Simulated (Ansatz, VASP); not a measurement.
One calculation of Si4Cl, two programs

```xyz
5
Lattice="4.7347 0.0000 0.0000 0.0000 4.7347 0.0000 0.0000 0.0000 4.7347" Properties=species:S:1:pos:R:3 pbc="T T T"
Si    0.0000    0.0000    0.0000
Si    2.3674    2.3674    0.0000
Si    2.3674    0.0000    2.3674
Si    0.0000    2.3674    2.3674
Cl    2.3674    2.3674    2.3674
```

Change from the starting cell: species swapped into the Ni4N type (Pm-3m, No. 221).

Alike in both runs: functional PBE; k mesh 8 × 8 × 8; occupations gaussian, width 0.1 eV; no spin polarisation.

Ansatz relaxed the structure, and its values are those at the end. VASP's run is a single point on that final structure, the one shown.

|  | VASP | Ansatz |
| --- | --- | --- |
| version | VASP 6.6.1 | Ansatz 0.2.0 |
| potentials or method | VASP PAW PBE potentials, release 64 (Si, Cl), cutoff 520 eV | scalar-relativistic, plane waves, PAW |
| valence electrons in the cell | 23 | 23 |

|  | VASP | Ansatz | Ansatz less VASP |
| --- | --- | --- | --- |
| gap on the k mesh at the Fermi level (eV) | none | none | - |
| pressure (GPa) | 0.1 | 0.0 | -0.11 |

A gap of «none» marks a metal or a gap that the smearing closes.
